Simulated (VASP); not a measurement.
# Pb (Fd-3m) in VASP: a series of runs

The runs below take Pb through single point, with PBE.

Program: VASP 6.6.1. These are calculated values, not measurements. Logs are shortened: lines on timing, memory, paths and dates and some standing lists are left out, and cuts for length are marked.

### Step 1. The cell of the first run

The structure is cubic, space group Fd-3m (No. 227). The conventional cell has a = 6.761 Å, b = 6.761 Å, c = 6.761 Å, α = 90.00°, β = 90.00°, γ = 90.00°. Pb (site symmetry -43m) has 4 Pb at 2.93 Å within 3.9 Å.

### Step 2. Single point, PBE (volume scaled by 0.95)

File INCAR:

```
SYSTEM = Pb
PREC = Accurate ; ENCUT = 520
EDIFF = 1E-6 ; ISMEAR = -1
SIGMA = 0.05 ; LREAL = .False.
LASPH = .True. ; NELM = 60
ALGO = Normal ; ISIF = 2
LWAVE = .False. ; LCHARG = .False.
GGA = PE ; NBANDS = 21
```

File KPOINTS:

```
regular mesh
0
Gamma
  8 8 8
  0 0 0
```

File POSCAR:

```
Pb
1.0
    0.0000000000      3.3807006564      3.3807006564
    3.3807006564      0.0000000000      3.3807006564
    3.3807006564      3.3807006564      0.0000000000
Pb
2
Direct
    0.0000000000      0.0000000000      0.0000000000
    0.2500000000      0.2500000000      0.2500000000
```

Potentials or basis: VASP PAW PBE potentials, release 64 (Pb_d).

Run with:

```console
cat potpaw_PBE.64/Pb_d/POTCAR > POTCAR
mpirun -np 1 vasp_std > vasp.out
```

OUTCAR:

```text
SYSTEM = Pb
   PREC = Accurate
   ENCUT = 520
   EDIFF = 1E-6
   ISMEAR = -1
   LREAL = .False.
   LASPH = .True.
   NELM = 60
   ISIF = 2
   GGA = PE

 ion  position               nearest neighbor table
   1  0.000  0.000  0.000-   2 2.93   2 2.93   2 2.93   2 2.93
   2  0.250  0.250  0.250-   1 2.93   1 2.93   1 2.93   1 2.93

  LATTYP: Found a face centered cubic cell.
 ALAT       =     6.7614013128

  Lattice vectors:

 A1 = (   0.0000000000,   3.3807006564,   3.3807006564)
 A2 = (   3.3807006564,   0.0000000000,   3.3807006564)
 A3 = (   3.3807006564,   3.3807006564,   0.0000000000)

Analysis of symmetry for initial positions (statically):
=====================================================================
 Subroutine PRICEL returns:
 Original cell was already a primitive cell.

 Routine SETGRP: Setting up the symmetry group for a
 face centered cubic supercell.

 Subroutine GETGRP returns: Found 48 space group operations
 (whereof 24 operations were pure point group operations)
 out of a pool of 48 trial point group operations.

The static configuration has the point symmetry T_d .
 The point group associated with its full space group is O_h .

Analysis of symmetry for dynamics (positions and initial velocities):
=====================================================================
 Subroutine PRICEL returns:
 Original cell was already a primitive cell.

 Routine SETGRP: Setting up the symmetry group for a
 face centered cubic supercell.

 Subroutine GETGRP returns: Found 48 space group operations
 (whereof 24 operations were pure point group operations)
 out of a pool of 48 trial point group operations.

The dynamic configuration has the point symmetry T_d .
 The point group associated with its full space group is O_h .

 Subroutine INISYM returns: Found 48 space group operations
 (whereof 24 operations are pure point group operations),
 and found     1 'primitive' translations

----------------------------------------------------------------------------------------

                                     Primitive cell

  volume of cell :      77.2770

  direct lattice vectors                    reciprocal lattice vectors
     0.000000000  3.380700656  3.380700656    -0.147898336  0.147898336  0.147898336
     3.380700656  0.000000000  3.380700656     0.147898336 -0.147898336  0.147898336
     3.380700656  3.380700656  0.000000000     0.147898336  0.147898336 -0.147898336

  length of vectors
     4.781032719  4.781032719  4.781032719     0.256167431  0.256167431  0.256167431

  position of ions in fractional coordinates (direct lattice)
     0.000000000  0.000000000  0.000000000
     0.250000000  0.250000000  0.250000000

  ion indices of the primitive-cell ions
   primitive index   ion index
                 1           1
                 2           2

----------------------------------------------------------------------------------------

 KPOINTS: regular mesh

Automatic generation of k-mesh.
 Grid dimensions read from file:
 generate k-points for:    8    8    8

 Generating k-lattice:

  Cartesian coordinates                     Fractional coordinates (reciprocal lattice)
    -0.018487292  0.018487292  0.018487292     0.125000000  0.000000000  0.000000000
     0.018487292 -0.018487292  0.018487292     0.000000000  0.125000000  0.000000000
     0.018487292  0.018487292 -0.018487292     0.000000000  0.000000000  0.125000000

  Length of vectors
     0.032020929  0.032020929  0.032020929

  Shift w.r.t. Gamma in fractional coordinates (k-lattice)
     0.000000000  0.000000000  0.000000000

 Subroutine IBZKPT returns following result:
 ===========================================

 Found     29 irreducible k-points:

 Following reciprocal coordinates:
            Coordinates               Weight
  0.000000  0.000000  0.000000      1.000000
  0.125000  0.000000  0.000000      8.000000
  0.250000  0.000000  0.000000      8.000000
  0.375000  0.000000  0.000000      8.000000
  0.500000  0.000000  0.000000      4.000000
  0.125000  0.125000  0.000000      6.000000
[... 16 lines left out ...]
  0.500000  0.250000  0.125000     48.000000
 -0.375000  0.250000  0.125000     24.000000
 [... further k-points ...]
   k-points           NKPTS =     29   k-points in BZ     NKDIM =     29   number of bands    NBANDS=     21
   number of dos      NEDOS =    301   number of ions     NIONS =      2
   total plane-waves  NPLWV =  46656
   dimension x,y,z NGX =    36 NGY =   36 NGZ =   36
   dimension x,y,z NGXF=    72 NGYF=   72 NGZF=   72
   ions per type =               2
   NGX,Y,Z   is equivalent  to a cutoff of  12.52, 12.52, 12.52 a.u.
   NGXF,Y,Z  is equivalent  to a cutoff of  25.04, 25.04, 25.04 a.u.
 SYSTEM =  Pb
   PREC   = accura    normal or accurate (medium, high low for compatibility)
   ISTART =      0    job   : 0-new  1-cont  2-samecut
   ICHARG =      2    charge: 1-file 2-atom 10-const
   ISPIN  =      1    spin polarized calculation?
   LNONCOLLINEAR =      F non collinear calculations
   LSORBIT =      F    spin-orbit coupling
   LASPH  =      T    aspherical Exc in radial PAW
   ENCUT  =  520.0 eV  38.22 Ry    6.18 a.u.   8.89  8.89  8.89*2*pi/ulx,y,z
   NELM   =     60;   NELMIN=  2; NELMDL= -5     # of ELM steps
   EDIFF  = 0.1E-05   stopping-criterion for ELM
   LREAL  =      F    real-space projection
   EDIFFG = 0.1E-04   stopping-criterion for IOM
   NSW    =      0    number of steps for IOM
   IBRION =     -1    ionic relax: 0-MD 1-quasi-New 2-CG
   NFREE  =      0    steps in history (QN), initial steepest desc. (CG)
   ISIF   =      2    stress and relaxation
   ISYM   =      2    0-nonsym 1-usesym 2-fastsym
   POTIM  = 0.5000    time-step for ionic-motion
   TEBEG  =    0.0;   TEEND  =   0.0 temperature during run
   PSTRESS=    0.0 pullay stress
   NELECT =      28.0000    total number of electrons
   NUPDOWN=      -1.0000    fix difference up-down
   EMIN   =  10.00;   EMAX   =-10.00  energy-range for DOS
   EFERMI =   0.00;   METHOD = LEGACY
   ISMEAR =    -1;   SIGMA  =   0.05  broadening in eV -4-tet -1-fermi 0-gaus
   EFERMI_NEDOS =   21; number of points for ismear=-14 and -15
   IALGO  =     38    algorithm
   IMIX   =      4    mixing-type and parameters
     AMIX     =   0.40;   BMIX     =  1.00
     AMIX_MAG =   1.60;   BMIX_MAG =  1.00
  volume/ion in A,a.u.               =      38.64       260.75
  Fermi-wavevector in a.u.,A,eV,Ry     =   1.167107  2.205513 18.533033  1.362139
  Thomas-Fermi vector in A             =   2.303612
   LORBIT       =      0    0 simple, 1 ext, 2 COOP (PROOUT), +10 PAW based schemes
   GGA     = PE    functional components
   LHFCALC =     F    Hartree Fock is set to
   AEXX    =    0.0000 exact exchange contribution
   IVDW    =     0    specifies the selected vdW correction
   LEPSILON=     F    determine dielectric tensor
   LRPA    =     F    only Hartree local field effects (RPA)
 non-spin polarized calculation
  energy-cutoff  :      520.00
  volume of cell :       77.28
 maximum number of plane-waves:      2120
   NGX = 17   NGY = 17   NGZ = 17

 number of electron      28.0000005 magnetization

 Free energy of the ion-electron system (eV)
  ---------------------------------------------------
  ext. energy  EPLUGINS =         0.00000000
  ---------------------------------------------------
  free energy    TOTEN  =        -6.48036965 eV

  energy without entropy =       -6.47640535  energy(sigma->0) =       -6.47838750

 E-fermi :   4.8809     XC(G=0):  -8.6489

 val. band max:        4.5358984349   @ k =   0.1250   0.1250   0.0000
 cond. band min:       4.8897479329   @ k =  -0.1250   0.1250   0.0000
 fundamental gap:      0.3538494980
 Fermi energy:         4.8809347696

 k-point     1 :       0.0000    0.0000    0.0000
  band No.  band energies     occupation
      1     -12.4907      2.00000
      2     -12.4907      2.00000
      3     -12.4907      2.00000
      4     -12.4056      2.00000
      5     -12.4056      2.00000
      6     -11.9166      2.00000
[... 13 lines left out ...]
     20      12.8478      0.00000
     21      12.8478      0.00000

 k-point     2 :       0.1250    0.0000    0.0000
  band No.  band energies     occupation
      1     -12.5084      2.00000
      2     -12.5084      2.00000
      3     -12.4870      2.00000
      4     -12.3802      2.00000
      5     -12.3802      2.00000
      6     -11.9439      2.00000
[... 13 lines left out ...]
     20      12.2094      0.00000
     21      12.2096      0.00000

 k-point     3 :       0.2500    0.0000    0.0000
  band No.  band energies     occupation
      1     -12.5309      2.00000
      2     -12.5309      2.00000
      3     -12.4776      2.00000
      4     -12.3411      2.00000
      5     -12.3411      2.00000
      6     -11.9761      2.00000
[... 13 lines left out ...]
     20      12.0288      0.00000
     21      12.0288      0.00000

 k-point     4 :       0.3750    0.0000    0.0000
  band No.  band energies     occupation
      1     -12.5424      2.00000
      2     -12.5424      2.00000
      3     -12.4679      2.00000
      4     -12.3169      2.00000
      5     -12.3169      2.00000
      6     -11.9928      2.00000
[... 13 lines left out ...]
     20      12.6713      0.00000
     21      12.6713      0.00000

 k-point     5 :       0.5000    0.0000    0.0000
  band No.  band energies     occupation
      1     -12.5453      2.00000
      2     -12.5453      2.00000
      3     -12.4637      2.00000
      4     -12.3102      2.00000
      5     -12.3102      2.00000
      6     -11.9965      2.00000
[... 13 lines left out ...]
     20      12.9767      0.00000
     21      13.3930      0.00000
[... 382 lines left out ...]
     20      13.3461      0.00000
     21      15.3163      0.00000

 k-point    22 :       0.3750    0.2500    0.1250
  band No.  band energies     occupation
      1     -12.5542      2.00000
      2     -12.5492      2.00000
      3     -12.4606      2.00000
      4     -12.3235      2.00000
      5     -12.2609      2.00000
      6     -12.1049      2.00000
[... 13 lines left out ...]
     20      12.3108      0.00000
     21      12.9979      0.00000

 k-point    23 :       0.5000    0.2500    0.1250
  band No.  band energies     occupation
      1     -12.5808      2.00000
      2     -12.5633      2.00000
      3     -12.4160      2.00000
      4     -12.2891      2.00000
      5     -12.2315      2.00000
      6     -12.1277      2.00000
[... 13 lines left out ...]
     20      12.4492      0.00000
     21      13.4613      0.00000

 k-point    24 :      -0.3750    0.2500    0.1250
  band No.  band energies     occupation
      1     -12.5925      2.00000
      2     -12.5663      2.00000
      3     -12.3953      2.00000
      4     -12.2640      2.00000
      5     -12.2349      2.00000
      6     -12.1209      2.00000
[... 13 lines left out ...]
     20      12.8755      0.00000
     21      13.6501      0.00000

 [... further k-points ...]
[... 5 lines left out ...]
  --------------------------------------------------------------------------------------
  -------------------------------------------------------------------------------------
  Total        2.1224202      2.1224202      2.1224202     -0.0000000      0.0000000     -0.0000000
  in kB       44.0039649     44.0039649     44.0039649     -0.0000000      0.0000000     -0.0000000
  external PRESSURE =      44.0039649 kB  Pullay stress =       0.0000000 kB

 VOLUME and BASIS-vectors are now :
 -----------------------------------------------------------------------------
  energy-cutoff  :      520.00
  volume of cell :       77.28
      direct lattice vectors                 reciprocal lattice vectors
     0.000000000  3.380700656  3.380700656    -0.147898336  0.147898336  0.147898336
     3.380700656  0.000000000  3.380700656     0.147898336 -0.147898336  0.147898336
     3.380700656  3.380700656  0.000000000     0.147898336  0.147898336 -0.147898336

 POSITION                                       TOTAL-FORCE (eV/Angst)
 -----------------------------------------------------------------------------------
      0.00000      0.00000      0.00000         0.000000      0.000000     -0.000000
      1.69035      1.69035      1.69035        -0.000000     -0.000000      0.000000
 -----------------------------------------------------------------------------------
    total drift:                                0.000000      0.000000      0.000000

  FREE ENERGIE OF THE ION-ELECTRON SYSTEM (eV)
  ---------------------------------------------------
  free  energy   TOTEN  =        -6.4803696475 eV

  energy  without entropy=       -6.4764053513  energy(sigma->0) =       -6.47838750
```

Wall time 25 s (1 thread of AMD EPYC 9R45 (Zen 5), shared host); peak memory 0.18 GiB.

Results:

| Item | Value |
| --- | --- |
| Free energy | -6.4804 eV |
| Pressure | 4.4 GPa |
| Band gap on the k mesh | zero (band 14 reaches 5.25 eV, above the bottom of band 15 at 4.01 eV) |

Caveat: spin-orbit coupling is left out, which moves the levels of the heavy elements.

### Step 3. Single point, PBE (volume scaled by 0.94)

File INCAR:

```
SYSTEM = Pb
PREC     = Accurate       ! precision mode
ENCUT    = 520            ! plane-wave cutoff, eV
EDIFF    = 1E-6           ! SCF threshold, eV
ISMEAR   = -1             ! smearing method
SIGMA    = 0.05           ! smearing width, eV
LREAL    = .FALSE.        ! projectors in reciprocal space
LASPH    = .TRUE.         ! aspherical terms in the spheres
NELM     = 60             ! most SCF steps
ALGO     = Normal         ! electronic algorithm
ISIF     = 2              ! what is computed and relaxed
LWAVE    = .FALSE.        ! write WAVECAR
LCHARG   = .FALSE.        ! write CHGCAR
GGA      = PE             ! functional
NBANDS   = 21             ! bands
```

File KPOINTS:

```
regular mesh
0
G
  8 8 8
  0 0 0
```

File POSCAR:

```
Pb
1.0
    0.0000000000      3.3687966822      3.3687966822
    3.3687966822      0.0000000000      3.3687966822
    3.3687966822      3.3687966822      0.0000000000
Pb
2
Direct
    0.0000000000      0.0000000000      0.0000000000
    0.2500000000      0.2500000000      0.2500000000
```

Potentials or basis: VASP PAW PBE potentials, release 64 (Pb_d).

Run with:

```console
cat potpaw_PBE.64/Pb_d/POTCAR > POTCAR
mpirun -np 1 vasp_std > vasp.out
```

It took 24 s on 1 thread of AMD EPYC 9R45 (Zen 5), shared host; peak memory 0.18 GiB.

The run converged. Its results:

* Free energy: -6.4565 eV
* Pressure: 4.9 GPa
* Band gap on the k mesh: zero (band 14 reaches 5.36 eV, above the bottom of band 15 at 4.10 eV)

Levels at points of the mesh, in eV from the Fermi level:
```
           k point  band 11  band 12  band 13  band 14  band 15  band 16  band 17  band 18
(0.00, 0.00, 0.00)   -11.58    -3.64     0.37     0.37     0.37     2.40     2.40     2.40
(0.50, 0.00, 0.00)   -10.10    -7.27    -1.00    -0.88    -0.88     3.56     3.56     5.36
(0.50, 0.50, 0.00)    -8.71    -8.71    -2.21    -2.21     0.78     0.78     7.51     7.51
```

Caveat: spin-orbit coupling is left out, which moves the levels of the heavy elements.

### Step 4. Single point, PBE (volume scaled by 0.96)

File INCAR:

```
SYSTEM = Pb
ALGO     = Normal         ! electronic algorithm
EDIFF    = 1E-6           ! SCF threshold, eV
ENCUT    = 520            ! plane-wave cutoff, eV
GGA      = PE             ! functional
ISIF     = 2              ! what is computed and relaxed
ISMEAR   = -1             ! smearing method
LASPH    = .True.         ! aspherical terms in the spheres
LCHARG   = .False.        ! write CHGCAR
LREAL    = .False.        ! projectors in reciprocal space
LWAVE    = .False.        ! write WAVECAR
NBANDS   = 21             ! bands
NELM     = 60             ! most SCF steps
PREC     = Accurate       ! precision mode
SIGMA    = 0.05           ! smearing width, eV
```

File KPOINTS:

```
k-points
0
Gamma
  8 8 8
  0 0 0
```

File POSCAR:

```
Pb
1.0
    0.0000000000      3.3925213842      3.3925213842
    3.3925213842      0.0000000000      3.3925213842
    3.3925213842      3.3925213842      0.0000000000
Pb
2
Direct
    0.0000000000      0.0000000000      0.0000000000
    0.2500000000      0.2500000000      0.2500000000
```

Run with:

```console
cat potpaw_PBE.64/Pb_d/POTCAR > POTCAR
mpirun -np 1 vasp_std > vasp.out
```

Run time: 25 s. Hardware: 1 thread of AMD EPYC 9R45 (Zen 5), shared host; peak memory 0.18 GiB.

The run converged. Its results:

| Property | Result |
| --- | --- |
| Free energy | -6.5018 eV |
| Pressure | 3.9 GPa |
| Band gap on the k mesh | zero (band 14 reaches 5.14 eV, above the bottom of band 15 at 3.93 eV) |

Levels at points of the mesh, in eV from the Fermi level:
```csv
k point,band 10,band 11,band 12,band 13,band 14,band 15,band 16,band 17,band 18,band 19
"(0.00, 0.00, 0.00)",-16.75,-11.45,-3.76,0.36,0.36,0.36,2.38,2.38,2.38,4.09
"(0.50, 0.00, 0.00)",-16.69,-10.01,-7.23,-1.01,-0.85,-0.85,3.53,3.53,5.38,7.55
"(0.50, 0.50, 0.00)",-16.66,-8.65,-8.65,-2.15,-2.15,0.79,0.79,7.38,7.38,8.40
```

Caveat: spin-orbit coupling is left out, which moves the levels of the heavy elements.

### Step 5. Summary

```tsv
cell	gap on the mesh (eV)	pressure (GPa)
a = 4.781 Å, angles 60.0°, 2 atoms	none	4.4
a = 4.764 Å, angles 60.0°, 2 atoms	none	4.9
a = 4.798 Å, angles 60.0°, 2 atoms	none	3.9
```

Alike in all rows: task single point; level PBE; potentials or basis VASP PAW PBE potentials, release 64 (Pb_d); no spin polarisation; k mesh 8 × 8 × 8; cutoff (eV) 520; smearing fermi-dirac 0.05 eV.

Caveats: spin-orbit coupling is left out, which moves the levels of the heavy elements.

Absolute energies hang on the potentials; compare differences alone.
